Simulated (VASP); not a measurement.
# SnTe (R-3m) in VASP: notebook, part 2 of 3

VASP 6.6.1. The steps go on from the part before.

**3. Single point, LDA**

This run uses another cell than the first one, of the same volume but with other edges.

INCAR reads:

```
ALGO = Normal
EDIFF = 1E-6
ENCUT = 520
ISIF = 2
ISMEAR = 0
LASPH = T
LCHARG = T
LELF = T
LREAL = F
LVHAR = T
LWAVE = F
NBANDS = 17
NELM = 100
PREC = Accurate
SIGMA = 0.03
```

KPOINTS reads:

```
k-points
0
Gamma
  10 10 10
```

POSCAR reads:

```
SnTe
1.0
   -0.9979852192      2.7444593527      2.7444593527
    2.7444593527     -0.9979852192      2.7444593527
    2.7444593527      2.7444593527     -0.9979852192
Sn Te
1 1
Direct
    0.0000000000      0.0000000000      0.0000000000
    0.5000000000      0.5000000000      0.5000000000
```

Potentials or basis: VASP PAW LDA potentials, release 64 (Sn_d, Te).

Command:

```console
cat potpaw_LDA.64/Sn_d/POTCAR potpaw_LDA.64/Te/POTCAR > POTCAR
mpirun -np 1 vasp_std > vasp.out
```

OUTCAR:

```text
EDIFF = 1E-6
   ENCUT = 520
   ISIF = 2
   ISMEAR = 0
   LASPH = T
   LREAL = F
   NELM = 100
   PREC = Accurate

 ion  position               nearest neighbor table
   1  0.000  0.000  0.000-   2 3.32   2 3.32   2 3.32   2 3.32   2 3.32   2 3.32
   2  0.500  0.500  0.500-   1 3.32   1 3.32   1 3.32   1 3.32   1 3.32   1 3.32

  LATTYP: Found a trigonal (rhomboedric) cell.
 ALAT       =     4.0075040580
 COS(alpha) =     0.1279069767

  Lattice vectors:

 A1 = (  -0.9979852192,   2.7444593527,   2.7444593527)
 A2 = (   2.7444593527,  -0.9979852192,   2.7444593527)
 A3 = (   2.7444593527,   2.7444593527,  -0.9979852192)

Analysis of symmetry for initial positions (statically):
=====================================================================
 Subroutine PRICEL returns:
 Original cell was already a primitive cell.

 Routine SETGRP: Setting up the symmetry group for a
 trigonal (rhombohedral) supercell.

 Subroutine GETGRP returns: Found 12 space group operations
 (whereof 12 operations were pure point group operations)
 out of a pool of 12 trial point group operations.

The static configuration has the point symmetry D_3d.

Analysis of symmetry for dynamics (positions and initial velocities):
=====================================================================
 Subroutine PRICEL returns:
 Original cell was already a primitive cell.

 Routine SETGRP: Setting up the symmetry group for a
 trigonal (rhombohedral) supercell.

 Subroutine GETGRP returns: Found 12 space group operations
 (whereof 12 operations were pure point group operations)
 out of a pool of 12 trial point group operations.

The dynamic configuration has the point symmetry D_3d.

 Subroutine INISYM returns: Found 12 space group operations
 (whereof 12 operations are pure point group operations),
 and found     1 'primitive' translations

----------------------------------------------------------------------------------------

                                     Primitive cell

  volume of cell :      62.8995

  direct lattice vectors                    reciprocal lattice vectors
    -0.997985219  2.744459353  2.744459353    -0.103913066  0.163291960  0.163291960
     2.744459353 -0.997985219  2.744459353     0.163291960 -0.103913066  0.163291960
     2.744459353  2.744459353 -0.997985219     0.163291960  0.163291960 -0.103913066

  length of vectors
     4.007504058  4.007504058  4.007504058     0.253232016  0.253232016  0.253232016

  position of ions in fractional coordinates (direct lattice)
     0.000000000  0.000000000  0.000000000
     0.500000000  0.500000000  0.500000000

  ion indices of the primitive-cell ions
   primitive index   ion index
                 1           1
                 2           2

----------------------------------------------------------------------------------------

 KPOINTS: k-points

Automatic generation of k-mesh.
 Grid dimensions read from file:
 generate k-points for:   10   10   10

 Generating k-lattice:

  Cartesian coordinates                     Fractional coordinates (reciprocal lattice)
    -0.010391307  0.016329196  0.016329196     0.100000000  0.000000000  0.000000000
     0.016329196 -0.010391307  0.016329196     0.000000000  0.100000000  0.000000000
     0.016329196  0.016329196 -0.010391307     0.000000000  0.000000000  0.100000000

  Length of vectors
     0.025323202  0.025323202  0.025323202

  Shift w.r.t. Gamma in fractional coordinates (k-lattice)
     0.000000000  0.000000000  0.000000000

 Subroutine IBZKPT returns following result:
 ===========================================

 Found    116 irreducible k-points:

 Following reciprocal coordinates:
            Coordinates               Weight
  0.000000  0.000000  0.000000      1.000000
  0.100000 -0.000000 -0.000000      6.000000
  0.200000 -0.000000 -0.000000      6.000000
  0.300000  0.000000  0.000000      6.000000
  0.400000  0.000000  0.000000      6.000000
  0.500000 -0.000000 -0.000000      3.000000
[... 16 lines left out ...]
  0.300000  0.300000 -0.000000      6.000000
  0.400000  0.300000  0.000000     12.000000
 [... further k-points ...]
   k-points           NKPTS =    116   k-points in BZ     NKDIM =    116   number of bands    NBANDS=     17
   number of dos      NEDOS =    301   number of ions     NIONS =      2
   total plane-waves  NPLWV =  27000
   dimension x,y,z NGX =    30 NGY =   30 NGZ =   30
   dimension x,y,z NGXF=    60 NGYF=   60 NGZF=   60
   ions per type =               1   1
   NGX,Y,Z   is equivalent  to a cutoff of  12.45, 12.45, 12.45 a.u.
   NGXF,Y,Z  is equivalent  to a cutoff of  24.89, 24.89, 24.89 a.u.
 SYSTEM =  unknown system
   PREC   = accura    normal or accurate (medium, high low for compatibility)
   ISTART =      0    job   : 0-new  1-cont  2-samecut
   ICHARG =      2    charge: 1-file 2-atom 10-const
   ISPIN  =      1    spin polarized calculation?
   LNONCOLLINEAR =      F non collinear calculations
   LSORBIT =      F    spin-orbit coupling
   LASPH  =      T    aspherical Exc in radial PAW
   ENCUT  =  520.0 eV  38.22 Ry    6.18 a.u.   7.45  7.45  7.45*2*pi/ulx,y,z
   NELM   =    100;   NELMIN=  2; NELMDL= -5     # of ELM steps
   EDIFF  = 0.1E-05   stopping-criterion for ELM
   LREAL  =      F    real-space projection
   EDIFFG = 0.1E-04   stopping-criterion for IOM
   NSW    =      0    number of steps for IOM
   IBRION =     -1    ionic relax: 0-MD 1-quasi-New 2-CG
   NFREE  =      0    steps in history (QN), initial steepest desc. (CG)
   ISIF   =      2    stress and relaxation
   ISYM   =      2    0-nonsym 1-usesym 2-fastsym
   POTIM  = 0.5000    time-step for ionic-motion
   TEBEG  =    0.0;   TEEND  =   0.0 temperature during run
   PSTRESS=    0.0 pullay stress
   NELECT =      20.0000    total number of electrons
   NUPDOWN=      -1.0000    fix difference up-down
   EMIN   =  10.00;   EMAX   =-10.00  energy-range for DOS
   EFERMI =   0.00;   METHOD = LEGACY
   ISMEAR =     0;   SIGMA  =   0.03  broadening in eV -4-tet -1-fermi 0-gaus
   EFERMI_NEDOS =   21; number of points for ismear=-14 and -15
   IALGO  =     38    algorithm
   IMIX   =      4    mixing-type and parameters
     AMIX     =   0.40;   BMIX     =  1.00
     AMIX_MAG =   1.60;   BMIX_MAG =  1.00
  volume/ion in A,a.u.               =      31.45       212.23
  Fermi-wavevector in a.u.,A,eV,Ry     =   1.117384  2.111549 16.987507  1.248547
  Thomas-Fermi vector in A             =   2.254006
   LORBIT       =      0    0 simple, 1 ext, 2 COOP (PROOUT), +10 PAW based schemes
   GGA     = CA    functional components
   LHFCALC =     F    Hartree Fock is set to
   AEXX    =    0.0000 exact exchange contribution
   IVDW    =     0    specifies the selected vdW correction
   LEPSILON=     F    determine dielectric tensor
   LRPA    =     F    only Hartree local field effects (RPA)
 non-spin polarized calculation
 Gauss-broadening in eV      SIGMA  =   0.03
  energy-cutoff  :      520.00
  volume of cell :       62.90
 maximum number of plane-waves:      1709
 NGX is ok and might be reduce to    30

 number of electron      19.9999995 magnetization

 Free energy of the ion-electron system (eV)
  ---------------------------------------------------
  ext. energy  EPLUGINS =         0.00000000
  ---------------------------------------------------
  free energy    TOTEN  =        -8.30974065 eV

  energy without entropy =       -8.30906316  energy(sigma->0) =       -8.30940190

 E-fermi :   6.1444     XC(G=0):  -9.8249

 val. band max:        6.1435758826   @ k =  -0.2000   0.2000   0.0000
 cond. band min:       6.1470211765   @ k =  -0.3000   0.2000   0.1000
 fundamental gap:      0.0034452939
 Fermi energy:         6.1444216677

 k-point     1 :       0.0000    0.0000    0.0000
  band No.  band energies     occupation
      1     -15.3642      2.00000
      2     -15.3642      2.00000
      3     -15.3445      2.00000
      4     -15.3275      2.00000
      5     -15.3275      2.00000
      6      -5.8497      2.00000
[... 9 lines left out ...]
     16      15.5323      0.00000
     17      15.5533      0.00000
[... 441 lines left out ...]
 k-point    24 :       0.4000    0.3000    0.0000
  band No.  band energies     occupation
      1     -15.3591      2.00000
      2     -15.3528      2.00000
      3     -15.3414      2.00000
      4     -15.3346      2.00000
      5     -15.3245      2.00000
      6      -4.5821      2.00000
[... 9 lines left out ...]
     16      14.5726      0.00000
     17      14.9420      0.00000

 [... further k-points ...]

------------------------ aborting loop because EDIFF is reached ----------------------------------------

  FORCE on cell =-STRESS in cart. coord.  units (eV):
  Direction    XX          YY          ZZ          XY          YZ          ZX
  --------------------------------------------------------------------------------------
  -------------------------------------------------------------------------------------
  Total       -2.1186697     -2.1186697     -2.1186697      0.5521647      0.5521647      0.5521647
  in kB      -53.9667737    -53.9667737    -53.9667737     14.0647456     14.0647456     14.0647456
  external PRESSURE =     -53.9667737 kB  Pullay stress =       0.0000000 kB

 VOLUME and BASIS-vectors are now :
 -----------------------------------------------------------------------------
  energy-cutoff  :      520.00
  volume of cell :       62.90
      direct lattice vectors                 reciprocal lattice vectors
    -0.997985219  2.744459353  2.744459353    -0.103913066  0.163291960  0.163291960
     2.744459353 -0.997985219  2.744459353     0.163291960 -0.103913066  0.163291960
     2.744459353  2.744459353 -0.997985219     0.163291960  0.163291960 -0.103913066

 POSITION                                       TOTAL-FORCE (eV/Angst)
 -----------------------------------------------------------------------------------
      0.00000      0.00000      0.00000         0.000000      0.000000      0.000000
      2.24547      2.24547      2.24547        -0.000000     -0.000000     -0.000000
 -----------------------------------------------------------------------------------
    total drift:                               -0.000000      0.000000      0.000000

  FREE ENERGIE OF THE ION-ELECTRON SYSTEM (eV)
  ---------------------------------------------------
  free  energy   TOTEN  =        -8.3097406487 eV

  energy  without entropy=       -8.3090631580  energy(sigma->0) =       -8.30940190
```

Wall time 2.1 min (1 thread of Intel Xeon 8259CL, shared host); peak memory 0.25 GiB.

What came out:

```yaml
Free_energy: -8.3097 eV
Pressure: -5.4 GPa
Band_gap_on_the_k_mesh: zero (bands 10 and 11 overlap by 1.81 eV)
```

Stress tensor (GPa, compression positive):
```
-5.40  1.41  1.41
 1.41 -5.40  1.41
 1.41  1.41 -5.40
```

Levels at points of the mesh, in eV from the Fermi level:
```
           k point  band 8  band 9  band 10  band 11  band 12  band 13
(0.00, 0.00, 0.00)   -1.97   -1.97    -0.67     3.84     3.90     3.90
(0.50, 0.00, 0.00)   -0.59   -0.50     0.09     0.62     1.56     2.62
(0.50, 0.50, 0.00)   -4.58   -4.24    -0.33     2.97     4.09     4.49
(0.50, 0.50, 0.50)   -2.39   -2.39    -2.22    -1.26    -0.83    -0.83
```

Caveat: the cell stands under tension; spin-orbit coupling is left out, which moves the levels of the heavy elements.

(Continued in part 3 of 3.)

The gap in the log of VASP goes by the Fermi energy; the results here count the filled bands.